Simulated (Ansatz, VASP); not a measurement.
## One calculation of AlN, two programs

```
Al N
1.0
     3.15587    0.00000    0.00000
    -1.57793    2.73306    0.00000
     0.00000    0.00000    5.05860
Al N
2 2
Direct
  0.33333 0.66667 0.00173
  0.66667 0.33333 0.50173
  0.33333 0.66667 0.38327
  0.66667 0.33333 0.88327
```

Change from the starting cell: mode 4 frozen in at +0.000 Å, equal normal strain along x, y and z +0.0083.

Alike in both runs: task single point; functional PBE; k mesh 9 × 9 × 6; occupations gaussian, width 0.05 eV; no spin polarisation.

|  | VASP | Ansatz |
| --- | --- | --- |
| version | VASP 6.6.1 | Ansatz 0.2.0 |
| potentials or method | VASP PAW PBE potentials, release 64 (Al, N), cutoff 520 eV | scalar-relativistic, plane waves, PAW |
| valence electrons in the cell | 16 | 16 |

```tsv
	VASP	Ansatz	Ansatz less VASP
gap on the k mesh at the Fermi level (eV)	3.83	3.83	-0.007
least direct gap on the mesh (eV)	3.83	3.83	-0.007
pressure (GPa)	-4.8	-4.6	+0.17
traceless stress, the component that is largest in VASP (GPa)	0.26	0.23	-0.029
rms of the force components (eV/Å)	0.005	0.004	-0.0004
```

Atom by atom the forces differ by 0.000 eV/Å (rms over components). With one functional, cell and mesh, what is left measures potentials, basis and numerics.
